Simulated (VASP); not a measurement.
# W (C2/m) in VASP: a series of runs

Runs on W. Level: LDA. Tasks: single point.

Program: VASP 6.6.1. These are calculated values, not measurements. Logs are shortened: lines on timing, memory, paths and dates and some standing lists are left out, and cuts for length are marked.

**1. The cell of the first run**

The structure is monoclinic, space group C2/m (No. 12). The conventional cell has a = 3.973 Å, b = 3.973 Å, c = 3.973 Å, α = 90.00°, β = 90.00°, γ = 90.00°. Within 3.3 Å of W (site symmetry m) lie 12 W at 2.51 to 3.12 Å.

**2. Single point, LDA (atoms displaced along a vibrational mode)**

File INCAR:

```
PREC = Accurate
ENCUT = 500
EDIFF = 1E-6
ISMEAR = 0
SIGMA = 0.15
LREAL = False
LASPH = True
NELM = 120
ALGO = Normal
ISIF = 2
LWAVE = False
LCHARG = True
LELF = True
LVHAR = True
NBANDS = 21
GGA_COMPAT = False
```

File KPOINTS:

```
Automatic mesh
0
Gamma
  16 16 12
```

File POSCAR:

```
W
1.0
    0.0000000000     -1.9864787844     -1.9864787844
    0.0000000000      1.9864787844     -1.9864787844
    3.9729575688      0.0000000000      0.0000000000
W
2
Direct
    0.5406749876      0.4593250124      0.4863074299
   -0.0406749876      0.0406749876      0.0136925701
```

Potentials or basis: VASP PAW LDA potentials, release 64 (W_sv).

Run with:

```console
$ cat potpaw_LDA.64/W_sv/POTCAR > POTCAR
$ mpirun -np 1 vasp_std > vasp.out
```

OUTCAR:

```text
PREC = Accurate
   ENCUT = 500
   EDIFF = 1E-6
   ISMEAR = 0
   LREAL = False
   LASPH = True
   NELM = 120
   ISIF = 2

 ion  position               nearest neighbor table
   1  0.541  0.459  0.486-   2 2.51   2 2.68   2 2.75   2 2.75   2 2.91   2 2.91   2 2.98   2 3.12

   2  0.959  0.041  0.014-   1 2.51   1 2.68   1 2.75   1 2.75   1 2.91   1 2.91   1 2.98   1 3.12

  LATTYP: Found a simple tetragonal cell.
 ALAT       =     2.8093052383
 C/A-ratio  =     1.4142135624

  Lattice vectors:

 A1 = (   0.0000000000,  -1.9864787844,  -1.9864787844)
 A2 = (   0.0000000000,   1.9864787844,  -1.9864787844)
 A3 = (   3.9729575688,   0.0000000000,   0.0000000000)

Analysis of symmetry for initial positions (statically):
=====================================================================
 Subroutine PRICEL returns:
 Original cell was already a primitive cell.

 Routine SETGRP: Setting up the symmetry group for a
 simple tetragonal supercell.

 Subroutine GETGRP returns: Found  4 space group operations
 (whereof  2 operations were pure point group operations)
 out of a pool of 16 trial point group operations.

The static configuration has the point symmetry C_1h.
 The point group associated with its full space group is C_2h.

Analysis of symmetry for dynamics (positions and initial velocities):
=====================================================================
 Subroutine PRICEL returns:
 Original cell was already a primitive cell.

 Routine SETGRP: Setting up the symmetry group for a
 simple tetragonal supercell.

 Subroutine GETGRP returns: Found  4 space group operations
 (whereof  2 operations were pure point group operations)
 out of a pool of 16 trial point group operations.

The dynamic configuration has the point symmetry C_1h.
 The point group associated with its full space group is C_2h.

 Subroutine INISYM returns: Found  4 space group operations
 (whereof  2 operations are pure point group operations),
 and found     1 'primitive' translations

----------------------------------------------------------------------------------------

                                     Primitive cell

  volume of cell :      31.3554

  direct lattice vectors                    reciprocal lattice vectors
     0.000000000 -1.986478784 -1.986478784     0.000000000 -0.251701656 -0.251701656
     0.000000000  1.986478784 -1.986478784     0.000000000  0.251701656 -0.251701656
     3.972957569  0.000000000  0.000000000     0.251701656  0.000000000  0.000000000

  length of vectors
     2.809305238  2.809305238  3.972957569     0.355959896  0.355959896  0.251701656

  position of ions in fractional coordinates (direct lattice)
     0.540674988  0.459325012  0.486307430
     0.959325012  0.040674988  0.013692570

  ion indices of the primitive-cell ions
   primitive index   ion index
                 1           1
                 2           2

----------------------------------------------------------------------------------------

 KPOINTS: Automatic mesh

Automatic generation of k-mesh.
 Grid dimensions read from file:
 generate k-points for:   16   16   12

 Generating k-lattice:

  Cartesian coordinates                     Fractional coordinates (reciprocal lattice)
     0.000000000 -0.015731354 -0.015731354     0.062500000  0.000000000  0.000000000
     0.000000000  0.015731354 -0.015731354     0.000000000  0.062500000  0.000000000
     0.020975138  0.000000000  0.000000000     0.000000000  0.000000000  0.083333333

  Length of vectors
     0.022247493  0.022247493  0.020975138

  Shift w.r.t. Gamma in fractional coordinates (k-lattice)
     0.000000000  0.000000000  0.000000000

 Subroutine IBZKPT returns following result:
 ===========================================

 Found    826 irreducible k-points:

 Following reciprocal coordinates:
            Coordinates               Weight
  0.000000  0.000000  0.000000      1.000000
  0.062500  0.000000  0.000000      4.000000
  0.125000  0.000000  0.000000      4.000000
  0.187500  0.000000  0.000000      4.000000
  0.250000  0.000000  0.000000      4.000000
  0.312500  0.000000  0.000000      4.000000
[... 16 lines left out ...]
 -0.062500  0.437500  0.000000      4.000000
  0.500000  0.062500  0.000000      4.000000
 [... further k-points ...]
   k-points           NKPTS =    826   k-points in BZ     NKDIM =    826   number of bands    NBANDS=     21
   number of dos      NEDOS =    301   number of ions     NIONS =      2
   total plane-waves  NPLWV =  12000
   dimension x,y,z NGX =    20 NGY =   20 NGZ =   30
   dimension x,y,z NGXF=    40 NGYF=   40 NGZF=   60
   ions per type =               2
   NGX,Y,Z   is equivalent  to a cutoff of  11.84, 11.84, 12.55 a.u.
   NGXF,Y,Z  is equivalent  to a cutoff of  23.67, 23.67, 25.11 a.u.
 SYSTEM =  unknown system
   PREC   = accura    normal or accurate (medium, high low for compatibility)
   ISTART =      0    job   : 0-new  1-cont  2-samecut
   ICHARG =      2    charge: 1-file 2-atom 10-const
   ISPIN  =      1    spin polarized calculation?
   LNONCOLLINEAR =      F non collinear calculations
   LSORBIT =      F    spin-orbit coupling
   LASPH  =      T    aspherical Exc in radial PAW
   ENCUT  =  500.0 eV  36.75 Ry    6.06 a.u.   5.12  5.12  7.24*2*pi/ulx,y,z
   NELM   =    120;   NELMIN=  2; NELMDL= -5     # of ELM steps
   EDIFF  = 0.1E-05   stopping-criterion for ELM
   LREAL  =      F    real-space projection
   EDIFFG = 0.1E-04   stopping-criterion for IOM
   NSW    =      0    number of steps for IOM
   IBRION =     -1    ionic relax: 0-MD 1-quasi-New 2-CG
   NFREE  =      0    steps in history (QN), initial steepest desc. (CG)
   ISIF   =      2    stress and relaxation
   ISYM   =      2    0-nonsym 1-usesym 2-fastsym
   POTIM  = 0.5000    time-step for ionic-motion
   TEBEG  =    0.0;   TEEND  =   0.0 temperature during run
   PSTRESS=    0.0 pullay stress
   NELECT =      28.0000    total number of electrons
   NUPDOWN=      -1.0000    fix difference up-down
   EMIN   =  10.00;   EMAX   =-10.00  energy-range for DOS
   EFERMI =   0.00;   METHOD = LEGACY
   ISMEAR =     0;   SIGMA  =   0.15  broadening in eV -4-tet -1-fermi 0-gaus
   EFERMI_NEDOS =   21; number of points for ismear=-14 and -15
   IALGO  =     38    algorithm
   IMIX   =      4    mixing-type and parameters
     AMIX     =   0.40;   BMIX     =  1.00
     AMIX_MAG =   1.60;   BMIX_MAG =  1.00
  volume/ion in A,a.u.               =      15.68       105.80
  Fermi-wavevector in a.u.,A,eV,Ry     =   1.576486  2.979127 33.814690  2.485310
  Thomas-Fermi vector in A             =   2.677312
   LORBIT       =      0    0 simple, 1 ext, 2 COOP (PROOUT), +10 PAW based schemes
   GGA     = CA    functional components
   LHFCALC =     F    Hartree Fock is set to
   AEXX    =    0.0000 exact exchange contribution
   IVDW    =     0    specifies the selected vdW correction
   LEPSILON=     F    determine dielectric tensor
   LRPA    =     F    only Hartree local field effects (RPA)
 non-spin polarized calculation
 Gauss-broadening in eV      SIGMA  =   0.15
  energy-cutoff  :      500.00
  volume of cell :       31.36
 maximum number of plane-waves:       830
   NGX = 11   NGY = 11   NGZ = 15

 number of electron      28.0000005 magnetization

 Free energy of the ion-electron system (eV)
  ---------------------------------------------------
  ext. energy  EPLUGINS =         0.00000000
  ---------------------------------------------------
  free energy    TOTEN  =       -26.96150009 eV

  energy without entropy =      -26.93938334  energy(sigma->0) =      -26.95044172

 E-fermi :  11.0631     XC(G=0): -13.8446

 val. band max:       11.0566570850   @ k =  -0.4375  -0.3125   0.1667
 cond. band min:      11.0633161482   @ k =  -0.4375  -0.0625   0.4167
 fundamental gap:      0.0066590632
 Fermi energy:        11.0630969427

 k-point     1 :       0.0000    0.0000    0.0000
  band No.  band energies     occupation
      1     -62.0944      2.00000
      2     -61.8622      2.00000
      3     -27.2951      2.00000
      4     -26.4353      2.00000
      5     -26.3805      2.00000
      6     -25.9645      2.00000
[... 13 lines left out ...]
     20      17.2418      0.00000
     21      23.8738      0.00000

 k-point     2 :       0.0625    0.0000    0.0000
  band No.  band energies     occupation
      1     -62.0909      2.00000
      2     -61.8621      2.00000
      3     -27.2825      2.00000
      4     -26.4499      2.00000
      5     -26.3873      2.00000
      6     -25.9840      2.00000
[... 13 lines left out ...]
     20      17.6418      0.00000
     21      22.9875      0.00000

 k-point     3 :       0.1250    0.0000    0.0000
  band No.  band energies     occupation
      1     -62.0811      2.00000
      2     -61.8622      2.00000
      3     -27.2459      2.00000
      4     -26.5134      2.00000
      5     -26.3835      2.00000
      6     -26.0591      2.00000
[... 13 lines left out ...]
     20      18.7872      0.00000
     21      21.7284      0.00000

 k-point     4 :       0.1875    0.0000    0.0000
  band No.  band energies     occupation
      1     -62.0659      2.00000
      2     -61.8627      2.00000
      3     -27.1895      2.00000
      4     -26.6153      2.00000
      5     -26.3727      2.00000
      6     -26.1797      2.00000
[... 13 lines left out ...]
     20      20.1992      0.00000
     21      20.5522      0.00000

 k-point     5 :       0.2500    0.0000    0.0000
  band No.  band energies     occupation
      1     -62.0470      2.00000
      2     -61.8643      2.00000
      3     -27.1216      2.00000
      4     -26.7291      2.00000
      5     -26.4148      2.00000
      6     -26.2653      2.00000
[... 13 lines left out ...]
     20      19.5812      0.00000
     21      21.7149      0.00000

 k-point     6 :       0.3125    0.0000    0.0000
  band No.  band energies     occupation
      1     -62.0267      2.00000
      2     -61.8672      2.00000
      3     -27.0590      2.00000
      4     -26.8294      2.00000
      5     -26.5423      2.00000
      6     -26.2560      2.00000
[... 13 lines left out ...]
     20      19.0234      0.00000
     21      23.0561      0.00000

 k-point     7 :       0.3750    0.0000    0.0000
  band No.  band energies     occupation
      1     -62.0079      2.00000
      2     -61.8712      2.00000
      3     -27.0309      2.00000
      4     -26.8957      2.00000
      5     -26.6454      2.00000
      6     -26.2270      2.00000
[... 13 lines left out ...]
     20      18.8948      0.00000
     21      23.2737      0.00000
[... 291 lines left out ...]
      1     -62.0054      2.00000
      2     -61.8703      2.00000
      3     -27.0285      2.00000
      4     -26.8950      2.00000
      5     -26.6483      2.00000
      6     -26.2523      2.00000
[... 13 lines left out ...]
     20      18.9753      0.00000
     21      23.4019      0.00000

 k-point    21 :      -0.0625    0.3750    0.0000
  band No.  band energies     occupation
      1     -62.0051      2.00000
      2     -61.8707      2.00000
      3     -27.0237      2.00000
      4     -26.8983      2.00000
      5     -26.6487      2.00000
      6     -26.2438      2.00000
[... 13 lines left out ...]
     20      19.0454      0.00000
     21      23.2652      0.00000

 k-point    22 :       0.4375    0.0625    0.0000
  band No.  band energies     occupation
      1     -61.9917      2.00000
      2     -61.8742      2.00000
      3     -27.0367      2.00000
      4     -26.9427      2.00000
      5     -26.6772      2.00000
      6     -26.2273      2.00000
[... 13 lines left out ...]
     20      18.9683      0.00000
     21      22.9102      0.00000

 k-point    23 :      -0.0625    0.4375    0.0000
  band No.  band energies     occupation
      1     -61.9915      2.00000
      2     -61.8744      2.00000
      3     -27.0328      2.00000
      4     -26.9465      2.00000
      5     -26.6759      2.00000
      6     -26.2241      2.00000
[... 13 lines left out ...]
     20      19.0157      0.00000
     21      22.8507      0.00000

 k-point    24 :       0.5000    0.0625    0.0000
  band No.  band energies     occupation
      1     -61.9865      2.00000
      2     -61.8760      2.00000
      3     -27.0388      2.00000
      4     -26.9700      2.00000
      5     -26.6740      2.00000
      6     -26.2175      2.00000
[... 13 lines left out ...]
     20      18.9054      0.00000
     21      22.7054      0.00000

 [... further k-points ...]

------------------------ aborting loop because EDIFF is reached ----------------------------------------

  FORCE on cell =-STRESS in cart. coord.  units (eV):
  Direction    XX          YY          ZZ          XY          YZ          ZX
  --------------------------------------------------------------------------------------
  -------------------------------------------------------------------------------------
  Total        2.2525970      0.9337570      2.5597167     -0.6898415      0.0000000      0.0000000
  in kB      115.1018462     47.7125550    130.7948657    -35.2491070      0.0000000      0.0000000
  external PRESSURE =      97.8697557 kB  Pullay stress =       0.0000000 kB

 VOLUME and BASIS-vectors are now :
 -----------------------------------------------------------------------------
  energy-cutoff  :      500.00
  volume of cell :       31.36
      direct lattice vectors                 reciprocal lattice vectors
     0.000000000 -1.986478784 -1.986478784     0.000000000 -0.251701656 -0.251701656
     0.000000000  1.986478784 -1.986478784     0.000000000  0.251701656 -0.251701656
     3.972957569  0.000000000  0.000000000     0.251701656  0.000000000  0.000000000

 POSITION                                       TOTAL-FORCE (eV/Angst)
 -----------------------------------------------------------------------------------
      1.93208     -0.16160     -1.98648         1.370102      1.201728      0.000000
      0.05440     -1.82488     -1.98648        -1.370102     -1.201728      0.000000
 -----------------------------------------------------------------------------------
    total drift:                                0.000000     -0.000000     -0.000000

  FREE ENERGIE OF THE ION-ELECTRON SYSTEM (eV)
  ---------------------------------------------------
  free  energy   TOTEN  =       -26.9615000949 eV

  energy  without entropy=      -26.9393833441  energy(sigma->0) =      -26.95044172
```

Wall time 6 min (1 thread of Intel Xeon 8259CL, shared host); peak memory 0.46 GiB.

What came out:

```
Free energy            : -26.9615 eV
Pressure               : 9.8 GPa
Largest force          : 1.822 eV/Å
Band gap on the k mesh : zero (bands 14 and 15 overlap by 4.00 eV)
```

Forces in eV/Å, atoms in the order of the input:
```
W    1.370  1.202  0.000
W   -1.370 -1.202  0.000
```

Levels at points of the mesh, in eV from the Fermi level:
```tsv
k point	band 10	band 11	band 12	band 13	band 14	band 15	band 16	band 17	band 18	band 19
(0.00, 0.00, 0.00)	-5.83	-4.78	-1.17	-0.78	-0.28	1.95	2.90	3.85	4.85	4.90
(0.50, 0.00, 0.00)	-4.00	-2.97	-2.57	-1.94	-1.21	0.73	1.11	1.90	3.71	6.14
(0.50, 0.50, 0.00)	-5.72	-4.89	-4.59	2.41	3.42	4.83	5.22	5.84	5.99	6.27
(0.00, 0.00, 0.50)	-6.03	-3.87	-3.18	-1.17	-0.09	1.85	1.95	2.12	2.41	3.82
(0.50, 0.00, 0.50)	-5.79	-1.41	-1.39	-0.71	-0.52	0.94	1.02	4.53	4.68	5.33
(0.50, 0.50, 0.50)	-4.31	-2.43	-2.25	-1.86	-1.71	1.72	1.87	6.00	6.13	9.01
```

Caveat: the cell differs from its parent crystal (atoms displaced along a vibrational mode); the cell stands under pressure; spin-orbit coupling is left out, which moves the levels of the heavy elements; forces of over 1 eV/Å act on the atoms, so gaps and moduli don't describe the material at rest.

**3. Single point, LDA (atoms displaced along a vibrational mode)**

File INCAR:

```
ALGO     = Normal         # electronic algorithm
EDIFF    = 1E-6           # SCF threshold, eV
ENCUT    = 500            # plane-wave cutoff, eV
GGA_COMPAT= False        
ISIF     = 2              # what is computed and relaxed
ISMEAR   = 0              # smearing method
LASPH    = True           # aspherical terms in the spheres
LCHARG   = False          # write CHGCAR
LREAL    = False          # projectors in reciprocal space
LWAVE    = False          # write WAVECAR
NBANDS   = 21             # bands
NELM     = 120            # most SCF steps
PREC     = Accurate       # precision mode
SIGMA    = 0.15           # smearing width, eV
```

File KPOINTS:

```
k-points
0
Gamma
  16 16 12
```

File POSCAR:

```
W
1.0
    0.0000000000     -1.9864787844     -1.9864787844
    0.0000000000      1.9864787844     -1.9864787844
    3.9729575688      0.0000000000      0.0000000000
W
2
Direct
    0.5203374938      0.4796625062      0.4863074299
   -0.0203374938      0.0203374938      0.0136925701
```

Potentials or basis: VASP PAW LDA potentials, release 64 (W_sv).

Run with:

```console
$ cat potpaw_LDA.64/W_sv/POTCAR > POTCAR
$ mpirun -np 1 vasp_std > vasp.out
```

It took 6.1 min on 1 thread of Intel Xeon 8259CL, shared host; peak memory 0.47 GiB.

Results (log left out):

```yaml
Free_energy: -27.0981 eV
Pressure: 4.9 GPa
Largest_force: 1.648 eV/Å
Band_gap_on_the_k_mesh: zero (bands 14 and 15 overlap by 3.98 eV)
```

Forces on the atoms (eV/Å):
```
W    1.563  0.521  0.000
W   -1.563 -0.521  0.000
```

Stress tensor (GPa, compression positive):
```
 2.24 -3.36  0.00
-3.36  4.48  0.00
 0.00  0.00  7.98
```

Levels at points of the mesh, in eV from the Fermi level:
```csv
k point,band 12,band 13,band 14,band 15,band 16,band 17
"(0.00, 0.00, 0.00)",-0.83,-0.70,-0.52,2.23,2.65,3.86
"(0.50, 0.00, 0.00)",-2.18,-2.12,-1.34,0.64,0.78,2.07
"(0.50, 0.50, 0.00)",-4.76,3.07,3.44,5.16,5.73,5.75
"(0.00, 0.00, 0.50)",-2.85,-0.95,0.36,1.47,1.48,2.00
"(0.50, 0.00, 0.50)",-1.08,-0.89,-0.78,0.93,0.95,5.09
"(0.50, 0.50, 0.50)",-2.33,-1.82,-1.77,1.42,1.46,6.08
```

Caveat: the cell differs from its parent crystal (atoms displaced along a vibrational mode); the cell stands under pressure; spin-orbit coupling is left out, which moves the levels of the heavy elements; forces of over 1 eV/Å act on the atoms, so gaps and moduli don't describe the material at rest.
